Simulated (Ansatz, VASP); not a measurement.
# Ti4N3O: VASP beside Ansatz

```
Ti N O
1.0
     4.25450    0.00000    0.00000
     0.00000    4.25450    0.00000
     0.00000    0.00000    4.25450
Ti N O
4 3 1
Direct
  0.00000 0.00000 0.00000
  0.50000 0.00000 0.50000
  0.00000 0.50000 0.50000
  0.50000 0.50000 0.00000
  0.00000 0.50000 0.00000
  0.50000 0.00000 0.00000
  0.00000 0.00000 0.50000
  0.50000 0.50000 0.50000
```

Alike in both runs: task single point; functional PBE; k mesh 6 × 6 × 6; occupations gaussian, width 0.2 eV; no spin polarisation.

|  | VASP | Ansatz |
| --- | --- | --- |
| version | VASP 6.6.1 | Ansatz 0.2.0 |
| potentials or method | VASP PAW PBE potentials, release 64 (Ti_sv, N, O), cutoff 520 eV | scalar-relativistic, plane waves, PAW |
| valence electrons in the cell | 69 | 69 |

Ansatz gave:

```
gap on the k mesh at the Fermi level (eV) : none
pressure (GPa)                            : -0.1
```

Problem. Which values does VASP return?

Solution. gap on the k mesh at the Fermi level (eV): none; pressure (GPa): 0.3.

A gap of «none» marks a metal or a gap that the smearing closes.
